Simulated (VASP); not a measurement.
# NaBI4 (P4/mmm) in VASP: relaxation of cell and atoms with PBE

Aim: the relaxation of cell and atoms of NaBI4 with PBE.

Program: VASP 6.6.1. These are calculated values, not measurements. Logs are shortened: lines on timing, memory, paths and dates and some standing lists are left out, and cuts for length are marked.

### Step 1. The cell of the first run

The structure is tetragonal, space group P4/mmm (No. 123). Conventional cell: a = 5.095 Å, b = 5.095 Å, c = 7.321 Å, α = 90.00°, β = 90.00°, γ = 90.00°. Na (site symmetry 4/mmm) has 8 I at 3.19 Å within 4.2 Å. B (site symmetry 4/mmm) has 8 I at 3.08 Å within 4.1 Å. I (site symmetry 2mm) has 2 B at 3.08 Å and 2 Na at 3.19 Å and 6 I at 3.47 to 3.85 Å within 4.1 Å.

### Step 2. Relaxation of cell and atoms, PBE

File INCAR:

```
SYSTEM = NaBI4
PREC = Accurate
ENCUT = 600
EDIFF = 1E-6
ISMEAR = 0
SIGMA = 0.1
LREAL = .FALSE.
LASPH = .TRUE.
NELM = 100
ALGO = Normal
ISIF = 3
LWAVE = .FALSE.
LCHARG = .FALSE.
GGA = PE
IBRION = 2
NSW = 100
EDIFFG = -0.01
```

File KPOINTS:

```
Automatic mesh
0
G
  8 8 6
  0 0 0
```

File POSCAR:

```
NaBI4
1.0
    5.0946511800      0.0000000000      0.0000000000
    0.0000000000      5.0946511800      0.0000000000
    0.0000000000      0.0000000000      7.3210163500
Na B I
1 1 4
Direct
    0.5000000000      0.5000000000      0.5000000000
    0.0000000000      0.0000000000      0.0000000000
    0.5000000000      0.0000000000      0.7631459800
    0.0000000000      0.5000000000      0.2368540200
    0.5000000000      0.0000000000      0.2368540200
    0.0000000000      0.5000000000      0.7631459800
```

Potentials or basis: VASP PAW PBE potentials, release 64 (Na_pv, B, I).

Launch:

```console
$ cat potpaw_PBE.64/Na_pv/POTCAR potpaw_PBE.64/B/POTCAR potpaw_PBE.64/I/POTCAR > POTCAR
$ mpirun -np 1 vasp_std > vasp.out
```

OUTCAR:

```text
SYSTEM = NaBI4
   PREC = Accurate
   ENCUT = 600
   EDIFF = 1E-6
   ISMEAR = 0
   LREAL = .FALSE.
   LASPH = .TRUE.
   NELM = 100
   ISIF = 3
   GGA = PE
   IBRION = 2
   NSW = 100
   EDIFFG = -0.01

 ion  position               nearest neighbor table
   1  0.500  0.500  0.500-
   2  0.000  0.000  0.000-
   3  0.500  0.000  0.763-   5 3.47
   4  0.000  0.500  0.237-   6 3.47
   5  0.500  0.000  0.237-   3 3.47
   6  0.000  0.500  0.763-   4 3.47

  LATTYP: Found a simple tetragonal cell.
 ALAT       =     5.0946511800
 C/A-ratio  =     1.4370005112

  Lattice vectors:

 A1 = (   5.0946511800,   0.0000000000,   0.0000000000)
 A2 = (   0.0000000000,   5.0946511800,   0.0000000000)
 A3 = (   0.0000000000,   0.0000000000,   7.3210163500)

Analysis of symmetry for initial positions (statically):
=====================================================================
 Subroutine PRICEL returns:
 Original cell was already a primitive cell.

 Routine SETGRP: Setting up the symmetry group for a
 simple tetragonal supercell.

 Subroutine GETGRP returns: Found 16 space group operations
 (whereof 16 operations were pure point group operations)
 out of a pool of 16 trial point group operations.

The static configuration has the point symmetry D_4h.

Analysis of symmetry for dynamics (positions and initial velocities):
=====================================================================
 Subroutine PRICEL returns:
 Original cell was already a primitive cell.

 Routine SETGRP: Setting up the symmetry group for a
 simple tetragonal supercell.

 Subroutine GETGRP returns: Found 16 space group operations
 (whereof 16 operations were pure point group operations)
 out of a pool of 16 trial point group operations.

The dynamic configuration has the point symmetry D_4h.

 Subroutine INISYM returns: Found 16 space group operations
 (whereof 16 operations are pure point group operations),
 and found     1 'primitive' translations

----------------------------------------------------------------------------------------

                                     Primitive cell

  volume of cell :     190.0204

  direct lattice vectors                    reciprocal lattice vectors
     5.094651180  0.000000000  0.000000000     0.196284292  0.000000000  0.000000000
     0.000000000  5.094651180  0.000000000     0.000000000  0.196284292  0.000000000
     0.000000000  0.000000000  7.321016350     0.000000000  0.000000000  0.136593057

  length of vectors
     5.094651180  5.094651180  7.321016350     0.196284292  0.196284292  0.136593057

  position of ions in fractional coordinates (direct lattice)
     0.500000000  0.500000000  0.500000000
     0.000000000  0.000000000  0.000000000
     0.500000000  0.000000000  0.763145980
     0.000000000  0.500000000  0.236854020
     0.500000000  0.000000000  0.236854020
     0.000000000  0.500000000  0.763145980

  ion indices of the primitive-cell ions
   primitive index   ion index
                 1           1
                 2           2
                 3           3
                 4           4
                 5           5
                 6           6

----------------------------------------------------------------------------------------

 KPOINTS: Automatic mesh

Automatic generation of k-mesh.
 Grid dimensions read from file:
 generate k-points for:    8    8    6

 Generating k-lattice:

  Cartesian coordinates                     Fractional coordinates (reciprocal lattice)
     0.024535537  0.000000000  0.000000000     0.125000000  0.000000000  0.000000000
     0.000000000  0.024535537  0.000000000     0.000000000  0.125000000  0.000000000
     0.000000000  0.000000000  0.022765509     0.000000000  0.000000000  0.166666667

  Length of vectors
     0.024535537  0.024535537  0.022765509

  Shift w.r.t. Gamma in fractional coordinates (k-lattice)
     0.000000000  0.000000000  0.000000000

 Subroutine IBZKPT returns following result:
 ===========================================

 Found     60 irreducible k-points:

 Following reciprocal coordinates:
            Coordinates               Weight
  0.000000  0.000000  0.000000      1.000000
  0.125000  0.000000  0.000000      4.000000
  0.250000  0.000000  0.000000      4.000000
  0.375000  0.000000  0.000000      4.000000
  0.500000  0.000000  0.000000      2.000000
  0.125000  0.125000  0.000000      4.000000
[... 16 lines left out ...]
  0.375000  0.125000  0.166667     16.000000
  0.500000  0.125000  0.166667      8.000000
 [... further k-points ...]
   k-points           NKPTS =     60   k-points in BZ     NKDIM =     60   number of bands    NBANDS=     23
   number of dos      NEDOS =    301   number of ions     NIONS =      6
   total plane-waves  NPLWV = 105840
   dimension x,y,z NGX =    42 NGY =   42 NGZ =   60
   dimension x,y,z NGXF=    84 NGYF=   84 NGZF=  120
   ions per type =               1   1   4
   NGX,Y,Z   is equivalent  to a cutoff of  13.71, 13.71, 13.62 a.u.
   NGXF,Y,Z  is equivalent  to a cutoff of  27.41, 27.41, 27.25 a.u.
 SYSTEM =  NaBI4
   PREC   = accura    normal or accurate (medium, high low for compatibility)
   ISTART =      0    job   : 0-new  1-cont  2-samecut
   ICHARG =      2    charge: 1-file 2-atom 10-const
   ISPIN  =      1    spin polarized calculation?
   LNONCOLLINEAR =      F non collinear calculations
   LSORBIT =      F    spin-orbit coupling
   LASPH  =      T    aspherical Exc in radial PAW
   ENCUT  =  600.0 eV  44.10 Ry    6.64 a.u.  10.18 10.18 14.62*2*pi/ulx,y,z
   NELM   =    100;   NELMIN=  2; NELMDL= -5     # of ELM steps
   EDIFF  = 0.1E-05   stopping-criterion for ELM
   LREAL  =      F    real-space projection
   EDIFFG = -.1E-01   stopping-criterion for IOM
   NSW    =    100    number of steps for IOM
   IBRION =      2    ionic relax: 0-MD 1-quasi-New 2-CG
   NFREE  =      1    steps in history (QN), initial steepest desc. (CG)
   ISIF   =      3    stress and relaxation
   ISYM   =      2    0-nonsym 1-usesym 2-fastsym
   POTIM  = 0.5000    time-step for ionic-motion
   TEBEG  =    0.0;   TEEND  =   0.0 temperature during run
   PSTRESS=    0.0 pullay stress
   NELECT =      38.0000    total number of electrons
   NUPDOWN=      -1.0000    fix difference up-down
   EMIN   =  10.00;   EMAX   =-10.00  energy-range for DOS
   EFERMI =   0.00;   METHOD = LEGACY
   ISMEAR =     0;   SIGMA  =   0.10  broadening in eV -4-tet -1-fermi 0-gaus
   EFERMI_NEDOS =   21; number of points for ismear=-14 and -15
   IALGO  =     38    algorithm
   IMIX   =      4    mixing-type and parameters
     AMIX     =   0.40;   BMIX     =  1.00
     AMIX_MAG =   1.60;   BMIX_MAG =  1.00
  volume/ion in A,a.u.               =      31.67       213.72
  Fermi-wavevector in a.u.,A,eV,Ry     =   0.957347  1.809123 12.469914  0.916513
  Thomas-Fermi vector in A             =   2.086357
   LORBIT       =      0    0 simple, 1 ext, 2 COOP (PROOUT), +10 PAW based schemes
   GGA     = PE    functional components
   LHFCALC =     F    Hartree Fock is set to
   AEXX    =    0.0000 exact exchange contribution
   IVDW    =     0    specifies the selected vdW correction
   LEPSILON=     F    determine dielectric tensor
   LRPA    =     F    only Hartree local field effects (RPA)
 conjugate gradient relaxation of ions
 non-spin polarized calculation
 Gauss-broadening in eV      SIGMA  =   0.10
  energy-cutoff  :      600.00
  volume of cell :      190.02
 maximum number of plane-waves:      6420
 NGX is ok and might be reduce to    42
   NGX = 21   NGY = 21   NGZ = 29

--------------------------------------- Ionic step        1  -------------------------------------------

 number of electron      38.0000015 magnetization

 Free energy of the ion-electron system (eV)
  ---------------------------------------------------
  ext. energy  EPLUGINS =         0.00000000
  ---------------------------------------------------
  free energy    TOTEN  =       -11.43539335 eV

  energy without entropy =      -11.40739287  energy(sigma->0) =      -11.42139311

------------------------ aborting loop because EDIFF is reached ----------------------------------------

  FORCE on cell =-STRESS in cart. coord.  units (eV):
  Direction    XX          YY          ZZ          XY          YZ          ZX
  --------------------------------------------------------------------------------------
  -------------------------------------------------------------------------------------
  Total        1.9794940      1.9794940      3.1219683      0.0000000      0.0000000      0.0000000
  in kB       16.6903135     16.6903135     26.3232061      0.0000000      0.0000000      0.0000000
  external PRESSURE =      19.9012777 kB  Pullay stress =       0.0000000 kB
[... 101 lines left out ...]
  FREE ENERGIE OF THE ION-ELECTRON SYSTEM (eV)
  ---------------------------------------------------
  free  energy   TOTEN  =       -11.5477839641 eV

  energy  without entropy=      -11.5151823362  energy(sigma->0) =      -11.53148315

[... ionic steps 4 to 13 ...]

--------------------------------------- Ionic step       14  -------------------------------------------

 number of electron      38.0000010 magnetization

------------------------ aborting loop because EDIFF is reached ----------------------------------------

  FORCE on cell =-STRESS in cart. coord.  units (eV):
  Direction    XX          YY          ZZ          XY          YZ          ZX
  --------------------------------------------------------------------------------------
  -------------------------------------------------------------------------------------
  Total       -0.1077625     -0.1077625      0.0008640      0.0000000      0.0000000      0.0000000
  in kB       -0.8199843     -0.8199843      0.0065741      0.0000000      0.0000000      0.0000000
  external PRESSURE =      -0.5444648 kB  Pullay stress =       0.0000000 kB
[... 65 lines left out ...]
  energy  without entropy=      -11.7336809388  energy(sigma->0) =      -11.74256855

--------------------------------------- Ionic step       16  -------------------------------------------

 number of electron      38.0000008 magnetization

 Free energy of the ion-electron system (eV)
  ---------------------------------------------------
  ext. energy  EPLUGINS =         0.00000000
  ---------------------------------------------------
  free energy    TOTEN  =       -11.75155649 eV

  energy without entropy =      -11.73363674  energy(sigma->0) =      -11.74259662

 E-fermi :   2.5043     XC(G=0):  -8.0119

 val. band max:        2.5012905661   @ k =   0.3750   0.3750   0.0000
 cond. band min:       2.5099555163   @ k =   0.2500   0.1250   0.5000
 fundamental gap:      0.0086649502
 Fermi energy:         2.5043387798

 k-point     1 :       0.0000    0.0000    0.0000
  band No.  band energies     occupation
      1     -21.1955      2.00000
      2     -21.1955      2.00000
      3     -21.1892      2.00000
      4     -10.4246      2.00000
      5     -10.1345      2.00000
      6      -8.8900      2.00000
[... 613 lines left out ...]
     22       4.9665      0.00000
     23       5.2171      0.00000

 [... further k-points ...]
[... 5 lines left out ...]
  --------------------------------------------------------------------------------------
  -------------------------------------------------------------------------------------
  Total       -0.0103697     -0.0103697     -0.0270093      0.0000000     -0.0000000     -0.0000000
  in kB       -0.0790385     -0.0790385     -0.2058670      0.0000000     -0.0000000     -0.0000000
  external PRESSURE =      -0.1213147 kB  Pullay stress =       0.0000000 kB
[... 21 lines left out ...]
  FREE ENERGIE OF THE ION-ELECTRON SYSTEM (eV)
  ---------------------------------------------------
  free  energy   TOTEN  =       -11.7515564942 eV

  energy  without entropy=      -11.7336367377  energy(sigma->0) =      -11.74259662

 reached required accuracy - stopping structural energy minimisation
```

It took 29 min on 1 thread of Intel Xeon Platinum 8488C (Sapphire Rapids), shared host; peak memory 0.54 GiB.

Results:

```yaml
Free_energy: -11.7516 eV
Relaxed_volume: 35.03 Å³/atom
Relaxed_cell: a = 5.001 Å, b = 5.001 Å, c = 8.404 Å, α = 90.00°, β = 90.00°, γ = 90.00°
Space_group_after_relaxing_to_0.05_Å: P4/mmm (No. 123)
Energy_gained_by_relaxing: 52.7 meV/atom
Ionic_steps: 16
Pressure_after_relaxing: 0.0 GPa
Band_gap_on_the_k_mesh: zero (band 19 reaches 3.26 eV, above the bottom of band 20 at 1.82 eV)
```

Step by step:
```csv
step,energy change (eV),largest force (eV/Å),pressure (GPa),volume (Å³)
1,0.0000,0.0256,1.99,190.02
2,-0.0953,0.0042,0.61,201.04
3,-0.1124,0.0235,-0.27,210.29
4,-0.1129,0.0210,-0.17,209.03
5,-0.1416,0.0153,-0.24,209.84
6,-0.2475,0.0355,-0.39,211.95
7,-0.2692,0.1323,-0.21,214.92
8,-0.3036,0.0917,-0.38,213.72
9,-0.3095,0.0721,0.27,207.33
10,-0.3111,0.0786,0.04,209.30
11,-0.3140,0.0472,0.06,209.07
12,-0.3150,0.0143,0.07,208.83
13,-0.3160,0.0047,-0.02,210.12
14,-0.3160,0.0014,-0.05,210.56
15,-0.3161,0.0006,0.03,209.91
16,-0.3162,0.0002,-0.01,210.20
```

Final structure:
```
CELL_PARAMETERS angstrom
5.00125 0.00000 0.00000
0.00000 5.00125 0.00000
0.00000 0.00000 8.40387
ATOMIC_POSITIONS crystal
Na 0.50000 0.50000 0.50000
B 0.00000 0.00000 0.00000
I 0.50000 0.00000 0.76852
I 0.00000 0.50000 0.23148
I 0.50000 0.00000 0.23148
I 0.00000 0.50000 0.76852
```

Caveat: spin-orbit coupling is left out, which moves the levels of the heavy elements.
